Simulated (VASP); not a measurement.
# Si2B2C (P4/mmm) in VASP: a series of runs, part 2 of 2

VASP 6.6.1. The steps go on from the part before.

**4. Single point, PBE**

This run uses another cell than the first one, of 11.54 Å³/atom, 1.053 times its volume.

File INCAR:

```
SYSTEM = Si2B2C
  PREC = Accurate
  ENCUT = 520
  EDIFF = 1E-6
  ISMEAR = 0
  SIGMA = 0.1
  LREAL = .False.
  LASPH = .True.
  NELM = 80
  ALGO = Normal
  ISIF = 2
  LWAVE = .False.
  LCHARG = .False.
  GGA = PE
  NBANDS = 17
```

File KPOINTS:

```
Automatic mesh
0
Gamma
  6 6 4
  0 0 0
```

File POSCAR:

```
Si2B2C
1.0
    3.2065300700      0.0000000000      0.0000000000
    0.0000000000      3.2065300700      0.0000000000
    0.0000000000      0.0000000000      5.6102071500
Si B C
2 2 1
Direct
    0.0000000000      0.5000000000      0.5000000000
    0.5000000000      0.0000000000      0.5000000000
    0.0000000000      0.0000000000      0.5000000000
    0.5000000000      0.5000000000      0.0000000000
    0.0000000000      0.0000000000      0.0000000000
```

Potentials or basis: VASP PAW PBE potentials, release 64 (Si, B, C).

Run with:

```bash
$ cat potpaw_PBE.64/Si/POTCAR potpaw_PBE.64/B/POTCAR potpaw_PBE.64/C/POTCAR > POTCAR
$ mpirun -np 1 vasp_std > vasp.out
```

OUTCAR:

```text
SYSTEM = Si2B2C
   PREC = Accurate
   ENCUT = 520
   EDIFF = 1E-6
   ISMEAR = 0
   LREAL = .False.
   LASPH = .True.
   NELM = 80
   ISIF = 2
   GGA = PE

 ion  position               nearest neighbor table
   1  0.000  0.500  0.500-   3 1.60   3 1.60   2 2.27   2 2.27   2 2.27   2 2.27
   2  0.500  0.000  0.500-   3 1.60   3 1.60   1 2.27   1 2.27   1 2.27   1 2.27
   3  0.000  0.000  0.500-   1 1.60   2 1.60   1 1.60   2 1.60
   4  0.500  0.500  0.000-
   5  0.000  0.000  0.000-

  LATTYP: Found a simple tetragonal cell.
 ALAT       =     3.2065300700
 C/A-ratio  =     1.7496193791

  Lattice vectors:

 A1 = (   3.2065300700,   0.0000000000,   0.0000000000)
 A2 = (   0.0000000000,   3.2065300700,   0.0000000000)
 A3 = (   0.0000000000,   0.0000000000,   5.6102071500)

Analysis of symmetry for initial positions (statically):
=====================================================================
 Subroutine PRICEL returns:
 Original cell was already a primitive cell.

 Routine SETGRP: Setting up the symmetry group for a
 simple tetragonal supercell.

 Subroutine GETGRP returns: Found 16 space group operations
 (whereof 16 operations were pure point group operations)
 out of a pool of 16 trial point group operations.

The static configuration has the point symmetry D_4h.

Analysis of symmetry for dynamics (positions and initial velocities):
=====================================================================
 Subroutine PRICEL returns:
 Original cell was already a primitive cell.

 Routine SETGRP: Setting up the symmetry group for a
 simple tetragonal supercell.

 Subroutine GETGRP returns: Found 16 space group operations
 (whereof 16 operations were pure point group operations)
 out of a pool of 16 trial point group operations.

The dynamic configuration has the point symmetry D_4h.

 Subroutine INISYM returns: Found 16 space group operations
 (whereof 16 operations are pure point group operations),
 and found     1 'primitive' translations

[... 125 lines left out ...]
   GGA     = PE    functional components
   LHFCALC =     F    Hartree Fock is set to
   AEXX    =    0.0000 exact exchange contribution
   IVDW    =     0    specifies the selected vdW correction
   LEPSILON=     F    determine dielectric tensor
   LRPA    =     F    only Hartree local field effects (RPA)
 non-spin polarized calculation
 Gauss-broadening in eV      SIGMA  =   0.10
  energy-cutoff  :      520.00
  volume of cell :       57.68
 maximum number of plane-waves:      1600
 NGX is ok and might be reduce to    24
   NGX = 11   NGY = 11   NGZ = 21

 number of electron      18.0000001 magnetization

 Free energy of the ion-electron system (eV)
  ---------------------------------------------------
  ext. energy  EPLUGINS =         0.00000000
  ---------------------------------------------------
  free energy    TOTEN  =       -16.85918478 eV

  energy without entropy =      -16.84638488  energy(sigma->0) =      -16.85278483

 E-fermi :   6.8518     XC(G=0): -10.7133

 val. band max:        6.8453178335   @ k =   0.3333   0.0000   0.5000
 cond. band min:       6.8540688871   @ k =   0.3333   0.0000   0.0000
 fundamental gap:      0.0087510536
 Fermi energy:         6.8517785614

 k-point     1 :       0.0000    0.0000    0.0000
  band No.  band energies     occupation
      1      -9.7037      2.00000
      2      -4.1798      2.00000
      3      -1.0732      2.00000
      4      -0.7079      2.00000
      5      -0.7079      2.00000
      6       4.7481      2.00000
[... 457 lines left out ...]
      4      -0.3020      2.00000
      5       0.2382      2.00000
      6       2.6748      2.00000
[... 9 lines left out ...]
     16      10.9359      0.00000
     17      14.9693      0.00000

 [... further k-points ...]

------------------------ aborting loop because EDIFF is reached ----------------------------------------

  FORCE on cell =-STRESS in cart. coord.  units (eV):
  Direction    XX          YY          ZZ          XY          YZ          ZX
  --------------------------------------------------------------------------------------
  -------------------------------------------------------------------------------------
  Total       24.6686171     24.6686171     -3.5490877      0.0000000      0.0000000      0.0000000
  in kB      685.1818564    685.1818564    -98.5774970      0.0000000      0.0000000      0.0000000
  external PRESSURE =     423.9287386 kB  Pullay stress =       0.0000000 kB

 VOLUME and BASIS-vectors are now :
 -----------------------------------------------------------------------------
  energy-cutoff  :      520.00
  volume of cell :       57.68
      direct lattice vectors                 reciprocal lattice vectors
     3.206530070  0.000000000  0.000000000     0.311863597  0.000000000  0.000000000
     0.000000000  3.206530070  0.000000000     0.000000000  0.311863597  0.000000000
     0.000000000  0.000000000  5.610207150     0.000000000  0.000000000  0.178246538

 POSITION                                       TOTAL-FORCE (eV/Angst)
 -----------------------------------------------------------------------------------
      0.00000      1.60327      2.80510         0.000000      0.000000      0.000000
      1.60327      0.00000      2.80510         0.000000      0.000000      0.000000
      0.00000      0.00000      2.80510         0.000000      0.000000      0.000000
      1.60327      1.60327      0.00000         0.000000      0.000000      0.000000
      0.00000      0.00000      0.00000         0.000000      0.000000      0.000000
 -----------------------------------------------------------------------------------
    total drift:                               -0.000000     -0.000000     -0.000000

  FREE ENERGIE OF THE ION-ELECTRON SYSTEM (eV)
  ---------------------------------------------------
  free  energy   TOTEN  =       -16.8591847821 eV

  energy  without entropy=      -16.8463848791  energy(sigma->0) =      -16.85278483
```

stdout:

```text
POSCAR found type information on POSCAR SiB C
 POSCAR found :  3 types and       5 ions
 scaLAPACK will be used
 LDA part: xc-table for (Slater+PW92), standard interpolation
 POSCAR, INCAR and KPOINTS ok, starting setup
 FFT: planning ... GRIDC
 FFT: planning ... GRID_SOFT
 FFT: planning ... GRID
 WAVECAR not read
 entering main loop
```

It took 23 s on 1 thread of Intel Xeon Platinum 8259CL at 2.50GHz (Skylake/Cascade Lake), shared host; peak memory 0.17 GiB.

What came out:

```yaml
Free_energy: -16.8592 eV
Pressure: 42.4 GPa
Band_gap_on_the_k_mesh: zero (band 9 reaches 7.62 eV, above the bottom of band 10 at 5.40 eV)
```

Levels at points of the mesh, in eV from the Fermi level:
```tsv
k point	band 5	band 6	band 7	band 8	band 9	band 10	band 11	band 12	band 13	band 14
(0.00, 0.00, 0.00)	-7.56	-2.10	-0.94	-0.94	0.07	0.13	0.89	2.91	5.96	6.07
(0.50, 0.00, 0.00)	-6.52	-5.68	-3.21	-0.15	0.76	0.96	1.31	2.05	3.49	4.03
(0.50, 0.50, 0.00)	-7.77	-3.98	-3.98	-3.85	-3.22	-0.16	-0.16	0.08	1.82	6.57
(0.00, 0.00, 0.50)	-5.93	-2.92	-1.43	-1.08	-1.08	-0.80	0.97	4.18	5.39	6.31
(0.50, 0.00, 0.50)	-6.61	-4.18	-0.69	-0.65	-0.13	-0.08	0.88	1.79	2.57	3.24
(0.50, 0.50, 0.50)	-7.67	-4.44	-4.44	-3.92	-2.48	0.19	1.20	1.20	2.26	4.47
```

**5. Overview**

| cell | k mesh | gap on the mesh (eV) | pressure (GPa) |
| --- | --- | --- | --- |
| a = 4.409, b = 4.409, c = 2.817 Å, 5 atoms | 4 × 4 × 6 | none | 0.1 |
| a = 4.382, b = 4.382, c = 2.834 Å, 5 atoms | 6 × 6 × 4 | none | 0.1 |
| a = 3.207, b = 3.207, c = 5.610 Å, 5 atoms | 6 × 6 × 4 | none | 42.4 |

Alike in all rows: task single point; level PBE; potentials or basis VASP PAW PBE potentials, release 64 (Si, B, C); no spin polarisation; cutoff (eV) 520; smearing gaussian 0.1 eV.

Caveats: some runs use coarse meshes.

Absolute energies hang on the potentials; compare differences alone.
